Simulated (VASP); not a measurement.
# WC (P3m1) in VASP: further runs

The runs below take WC through single point, with PBE.

All numbers are computed with VASP 6.6.1; they aren't measurements. Logs are shortened: lines on timing, memory, paths and dates and some standing lists are left out, and cuts for length are marked.

## 1. The cell of the first run

The structure is trigonal, space group P3m1 (No. 156). The conventional cell has a = 2.922 Å, b = 2.922 Å, c = 2.847 Å, α = 90.00°, β = 90.00°, γ = 120.00°. W (site symmetry 3m) has 6 C at 2.13 to 2.29 Å and 8 W at 2.85 to 2.92 Å within 3.0 Å. Within 3.0 Å of C (site symmetry 3m) lie 6 W at 2.13 to 2.29 Å and 8 C at 2.85 to 2.92 Å.

## 2. Single point, PBE (atoms displaced along a vibrational mode)

INCAR

```
SYSTEM = WC
  PREC = Accurate
  ENCUT = 520
  EDIFF = 1E-6
  ISMEAR = 0
  SIGMA = 0.15
  LREAL = .False.
  LASPH = .True.
  NELM = 100
  ALGO = Normal
  ISIF = 2
  LWAVE = .False.
  LCHARG = .False.
  GGA = PE
  NBANDS = 16
```

KPOINTS

```
Automatic mesh
0
Gamma
  24 24 22
  0 0 0
```

POSCAR

```
WC
1.0
    2.9217716515      0.0000000000      0.0000000000
   -1.4608858258      2.5303284743      0.0000000000
    0.0000000000      0.0000000000      2.8470758817
W C
1 1
Direct
    0.0000000000      0.0000000000     -0.0025816219
    0.6666666667      0.3333333333      0.5395142261
```

Potentials or basis: VASP PAW PBE potentials, release 64 (W_sv, C).

Started as:

```console
$ cat potpaw_PBE.64/W_sv/POTCAR potpaw_PBE.64/C/POTCAR > POTCAR
$ mpirun -np 1 vasp_std > vasp.out
```

OUTCAR:

```text
SYSTEM = WC
   PREC = Accurate
   ENCUT = 520
   EDIFF = 1E-6
   ISMEAR = 0
   LREAL = .False.
   LASPH = .True.
   NELM = 100
   ISIF = 2
   GGA = PE

 ion  position               nearest neighbor table
   1  0.000  0.000  0.997-   2 2.13   2 2.13   2 2.13   2 2.29   2 2.29   2 2.29
   2  0.667  0.333  0.540-   1 2.13   1 2.13   1 2.13   1 2.29   1 2.29   1 2.29

  LATTYP: Found a hexagonal cell.
 ALAT       =     2.9217716515
 C/A-ratio  =     0.9744347681

  Lattice vectors:

 A1 = (   2.9217716515,   0.0000000000,   0.0000000000)
 A2 = (  -1.4608858258,   2.5303284743,   0.0000000000)
 A3 = (   0.0000000000,   0.0000000000,   2.8470758817)

Analysis of symmetry for initial positions (statically):
=====================================================================
 Subroutine PRICEL returns:
 Original cell was already a primitive cell.

 Routine SETGRP: Setting up the symmetry group for a
 hexagonal supercell.

 Subroutine GETGRP returns: Found  6 space group operations
 (whereof  6 operations were pure point group operations)
 out of a pool of 24 trial point group operations.

The static configuration has the point symmetry C_3v.

Analysis of symmetry for dynamics (positions and initial velocities):
=====================================================================
 Subroutine PRICEL returns:
 Original cell was already a primitive cell.

 Routine SETGRP: Setting up the symmetry group for a
 hexagonal supercell.

 Subroutine GETGRP returns: Found  6 space group operations
 (whereof  6 operations were pure point group operations)
 out of a pool of 24 trial point group operations.

The dynamic configuration has the point symmetry C_3v.

 Subroutine INISYM returns: Found  6 space group operations
 (whereof  6 operations are pure point group operations),
 and found     1 'primitive' translations

----------------------------------------------------------------------------------------

                                     Primitive cell

  volume of cell :      21.0486

  direct lattice vectors                    reciprocal lattice vectors
     2.921771651  0.000000000  0.000000000     0.342258095  0.197602803  0.000000000
    -1.460885826  2.530328474  0.000000000     0.000000000  0.395205607  0.000000000
     0.000000000  0.000000000  2.847075882     0.000000000  0.000000000  0.351237565

  length of vectors
     2.921771651  2.921771652  2.847075882     0.395205607  0.395205607  0.351237565

  position of ions in fractional coordinates (direct lattice)
     0.000000000  0.000000000  0.997418378
     0.666666667  0.333333333  0.539514226

  ion indices of the primitive-cell ions
   primitive index   ion index
                 1           1
                 2           2

----------------------------------------------------------------------------------------

 KPOINTS: Automatic mesh

Automatic generation of k-mesh.
 Grid dimensions read from file:
 generate k-points for:   24   24   22

 Generating k-lattice:

  Cartesian coordinates                     Fractional coordinates (reciprocal lattice)
     0.014260754  0.008233450  0.000000000     0.041666667 -0.000000000  0.000000000
     0.000000000  0.016466900  0.000000000     0.000000000  0.041666667  0.000000000
     0.000000000  0.000000000  0.015965344     0.000000000  0.000000000  0.045454545

  Length of vectors
     0.016466900  0.016466900  0.015965344

  Shift w.r.t. Gamma in fractional coordinates (k-lattice)
     0.000000000  0.000000000  0.000000000

 Subroutine IBZKPT returns following result:
 ===========================================

 Found   1212 irreducible k-points:

 Following reciprocal coordinates:
            Coordinates               Weight
  0.000000  0.000000  0.000000      1.000000
  0.041667 -0.000000  0.000000      6.000000
  0.083333  0.000000  0.000000      6.000000
  0.125000  0.000000  0.000000      6.000000
  0.166667  0.000000  0.000000      6.000000
  0.208333  0.000000  0.000000      6.000000
[... 16 lines left out ...]
  0.416667  0.041667  0.000000     12.000000
  0.458333  0.041667  0.000000     12.000000
 [... further k-points ...]
   k-points           NKPTS =   1212   k-points in BZ     NKDIM =   1212   number of bands    NBANDS=     16
   number of dos      NEDOS =    301   number of ions     NIONS =      2
   total plane-waves  NPLWV =  13824
   dimension x,y,z NGX =    24 NGY =   24 NGZ =   24
   dimension x,y,z NGXF=    48 NGYF=   48 NGZF=   48
   ions per type =               1   1
   NGX,Y,Z   is equivalent  to a cutoff of  13.66, 13.66, 14.01 a.u.
   NGXF,Y,Z  is equivalent  to a cutoff of  27.31, 27.31, 28.03 a.u.
 SYSTEM =  WC
   PREC   = accura    normal or accurate (medium, high low for compatibility)
   ISTART =      0    job   : 0-new  1-cont  2-samecut
   ICHARG =      2    charge: 1-file 2-atom 10-const
   ISPIN  =      1    spin polarized calculation?
   LNONCOLLINEAR =      F non collinear calculations
   LSORBIT =      F    spin-orbit coupling
   LASPH  =      T    aspherical Exc in radial PAW
   ENCUT  =  520.0 eV  38.22 Ry    6.18 a.u.   5.43  5.43  5.29*2*pi/ulx,y,z
   NELM   =    100;   NELMIN=  2; NELMDL= -5     # of ELM steps
   EDIFF  = 0.1E-05   stopping-criterion for ELM
   LREAL  =      F    real-space projection
[... 7 lines left out ...]
   TEBEG  =    0.0;   TEEND  =   0.0 temperature during run
   PSTRESS=    0.0 pullay stress
   NELECT =      18.0000    total number of electrons
   NUPDOWN=      -1.0000    fix difference up-down
   EMIN   =  10.00;   EMAX   =-10.00  energy-range for DOS
   EFERMI =   0.00;   METHOD = LEGACY
   ISMEAR =     0;   SIGMA  =   0.15  broadening in eV -4-tet -1-fermi 0-gaus
   EFERMI_NEDOS =   21; number of points for ismear=-14 and -15
   IALGO  =     38    algorithm
   IMIX   =      4    mixing-type and parameters
     AMIX     =   0.40;   BMIX     =  1.00
     AMIX_MAG =   1.60;   BMIX_MAG =  1.00
  volume/ion in A,a.u.               =      10.52        71.02
  Fermi-wavevector in a.u.,A,eV,Ry     =   1.553907  2.936458 32.852980  2.414626
  Thomas-Fermi vector in A             =   2.658070
   LORBIT       =      0    0 simple, 1 ext, 2 COOP (PROOUT), +10 PAW based schemes
   GGA     = PE    functional components
   LHFCALC =     F    Hartree Fock is set to
   AEXX    =    0.0000 exact exchange contribution
   IVDW    =     0    specifies the selected vdW correction
   LEPSILON=     F    determine dielectric tensor
   LRPA    =     F    only Hartree local field effects (RPA)
 non-spin polarized calculation
 Gauss-broadening in eV      SIGMA  =   0.15
  energy-cutoff  :      520.00
  volume of cell :       21.05
 maximum number of plane-waves:       587
 NGX is ok and might be reduce to    24
   NGX = 11   NGY = 11   NGZ = 11

 number of electron      18.0000001 magnetization

 Free energy of the ion-electron system (eV)
  ---------------------------------------------------
  ext. energy  EPLUGINS =         0.00000000
  ---------------------------------------------------
  free energy    TOTEN  =       -22.35334211 eV

  energy without entropy =      -22.35012759  energy(sigma->0) =      -22.35173485

 E-fermi :  10.8866     XC(G=0): -13.7112

 val. band max:       10.8863594063   @ k =  -0.0417   0.1250   0.3636
 cond. band min:      10.8869965349   @ k =   0.4583   0.0833   0.4545
 fundamental gap:      0.0006371286
 Fermi energy:        10.8866389418

 k-point     1 :       0.0000    0.0000    0.0000
  band No.  band energies     occupation
      1     -63.1262      2.00000
      2     -27.1071      2.00000
      3     -27.0243      2.00000
      4     -27.0243      2.00000
      5      -3.4592      2.00000
      6       6.4767      2.00000
[... 8 lines left out ...]
     15      24.7141      0.00000
     16      27.5064      0.00000

 k-point     2 :       0.0417   -0.0000    0.0000
  band No.  band energies     occupation
      1     -63.1253      2.00000
      2     -27.1054      2.00000
      3     -27.0382      2.00000
      4     -27.0275      2.00000
      5      -3.4140      2.00000
      6       6.4924      2.00000
[... 8 lines left out ...]
     15      24.6477      0.00000
     16      27.5992      0.00000

 k-point     3 :       0.0833    0.0000    0.0000
  band No.  band energies     occupation
      1     -63.1226      2.00000
      2     -27.1010      2.00000
      3     -27.0782      2.00000
      4     -27.0367      2.00000
      5      -3.2803      2.00000
      6       6.5095      2.00000
[... 8 lines left out ...]
     15      24.5036      0.00000
     16      27.8717      0.00000

 k-point     4 :       0.1250    0.0000    0.0000
  band No.  band energies     occupation
      1     -63.1183      2.00000
      2     -27.1440      2.00000
      3     -27.0912      2.00000
      4     -27.0514      2.00000
      5      -3.0641      2.00000
      6       6.4109      2.00000
[... 8 lines left out ...]
     15      24.3764      0.00000
     16      28.3070      0.00000

 k-point     5 :       0.1667    0.0000    0.0000
  band No.  band energies     occupation
      1     -63.1126      2.00000
      2     -27.2266      2.00000
      3     -27.0807      2.00000
      4     -27.0704      2.00000
      5      -2.7751      2.00000
      6       6.1180      2.00000
[... 8 lines left out ...]
     15      24.3383      0.00000
     16      28.7093      0.00000

 k-point     6 :       0.2083    0.0000    0.0000
  band No.  band energies     occupation
      1     -63.1060      2.00000
      2     -27.3219      2.00000
      3     -27.0925      2.00000
      4     -27.0682      2.00000
      5      -2.4260      2.00000
      6       5.7295      2.00000
[... 8 lines left out ...]
     15      24.4448      0.00000
     16      28.7302      0.00000

 k-point     7 :       0.2500    0.0000    0.0000
  band No.  band energies     occupation
      1     -63.0990      2.00000
      2     -27.4226      2.00000
      3     -27.1161      2.00000
      4     -27.0547      2.00000
      5      -2.0333      2.00000
      6       5.3255      2.00000
[... 8 lines left out ...]
     15      24.7342      0.00000
     16      28.6213      0.00000

 k-point     8 :       0.2917   -0.0000    0.0000
  band No.  band energies     occupation
      1     -63.0920      2.00000
      2     -27.5219      2.00000
      3     -27.1396      2.00000
      4     -27.0411      2.00000
      5      -1.6166      2.00000
      6       4.9436      2.00000
[... 8 lines left out ...]
     15      25.1853      0.00000
     16      28.0611      0.00000

 k-point     9 :       0.3333    0.0000    0.0000
  band No.  band energies     occupation
      1     -63.0854      2.00000
      2     -27.6133      2.00000
      3     -27.1614      2.00000
      4     -27.0285      2.00000
      5      -1.1999      2.00000
      6       4.6041      2.00000
[... 8 lines left out ...]
     15      25.5833      0.00000
     16      27.2454      0.00000
[... 172 lines left out ...]
 k-point    19 :       0.2500    0.0417    0.0000
  band No.  band energies     occupation
      1     -63.0950      2.00000
      2     -27.4748      2.00000
      3     -27.1339      2.00000
      4     -27.0470      2.00000
      5      -1.7992      2.00000
      6       5.1192      2.00000
[... 8 lines left out ...]
     15      24.9722      0.00000
     16      28.4216      0.00000

 k-point    20 :       0.2917    0.0417    0.0000
  band No.  band energies     occupation
      1     -63.0882      2.00000
      2     -27.5691      2.00000
      3     -27.1575      2.00000
      4     -27.0339      2.00000
      5      -1.3802      2.00000
      6       4.7632      2.00000
[... 8 lines left out ...]
     15      25.4508      0.00000
     16      27.6227      0.00000

 k-point    21 :       0.3333    0.0417    0.0000
  band No.  band energies     occupation
      1     -63.0821      2.00000
      2     -27.6526      2.00000
      3     -27.1786      2.00000
      4     -27.0221      2.00000
      5      -0.9751      2.00000
      6       4.4560      2.00000
[... 8 lines left out ...]
     15      25.5804      0.00000
     16      27.0747      0.00000

 k-point    22 :       0.3750    0.0417    0.0000
  band No.  band energies     occupation
      1     -63.0771      2.00000
      2     -27.7201      2.00000
      3     -27.1958      2.00000
      4     -27.0125      2.00000
      5      -0.6166      2.00000
      6       4.2093      2.00000
[... 8 lines left out ...]
     15      24.9090      0.00000
     16      27.3924      0.00000

 k-point    23 :       0.4167    0.0417    0.0000
  band No.  band energies     occupation
      1     -63.0736      2.00000
      2     -27.7674      2.00000
      3     -27.2079      2.00000
      4     -27.0057      2.00000
      5      -0.3430      2.00000
      6       4.0340      2.00000
[... 8 lines left out ...]
     15      24.1720      0.00000
     16      27.8759      0.00000

 k-point    24 :       0.4583    0.0417    0.0000
  band No.  band energies     occupation
      1     -63.0717      2.00000
      2     -27.7917      2.00000
      3     -27.2142      2.00000
      4     -27.0021      2.00000
      5      -0.1932      2.00000
      6       3.9421      2.00000
[... 8 lines left out ...]
     15      23.7352      0.00000
     16      28.1760      0.00000

 [... further k-points ...]

------------------------ aborting loop because EDIFF is reached ----------------------------------------

  FORCE on cell =-STRESS in cart. coord.  units (eV):
  Direction    XX          YY          ZZ          XY          YZ          ZX
  --------------------------------------------------------------------------------------
  -------------------------------------------------------------------------------------
  Total        0.4781387      0.4781387      0.6887225     -0.0000000      0.0000000      0.0000000
  in kB       36.3950423     36.3950423     52.4243014     -0.0000000      0.0000000      0.0000000
  external PRESSURE =      41.7381287 kB  Pullay stress =       0.0000000 kB

 VOLUME and BASIS-vectors are now :
 -----------------------------------------------------------------------------
  energy-cutoff  :      520.00
  volume of cell :       21.05
      direct lattice vectors                 reciprocal lattice vectors
     2.921771651  0.000000000  0.000000000     0.342258095  0.197602803  0.000000000
    -1.460885826  2.530328474  0.000000000     0.000000000  0.395205607  0.000000000
     0.000000000  0.000000000  2.847075882     0.000000000  0.000000000  0.351237565

 POSITION                                       TOTAL-FORCE (eV/Angst)
 -----------------------------------------------------------------------------------
      0.00000      0.00000      2.83973        -0.000000     -0.000000      1.645803
      1.46089      0.84344      1.53604         0.000000      0.000000     -1.645803
 -----------------------------------------------------------------------------------
    total drift:                               -0.000000      0.000000     -0.000490

  FREE ENERGIE OF THE ION-ELECTRON SYSTEM (eV)
  ---------------------------------------------------
  free  energy   TOTEN  =       -22.3533421135 eV

  energy  without entropy=      -22.3501275880  energy(sigma->0) =      -22.35173485
```

Wall time 2.6 min (1 thread of AMD EPYC 9R45 (Zen 5), shared host); peak memory 0.46 GiB.

What came out:

- Free energy: -22.3533 eV
- Pressure: 4.2 GPa
- Largest force: 1.646 eV/Å
- Band gap on the k mesh: zero (bands 9 and 10 overlap by 1.35 eV)

Forces on the atoms (eV/Å):
```
W    0.000  0.000  1.646
C    0.000  0.000 -1.646
```

Caveat: the cell differs from its parent crystal (atoms displaced along a vibrational mode); the cell stands under pressure; spin-orbit coupling is left out, which moves the levels of the heavy elements; forces of over 1 eV/Å act on the atoms, so gaps and moduli don't describe the material at rest.

(Part 1 of 2 ends here.)
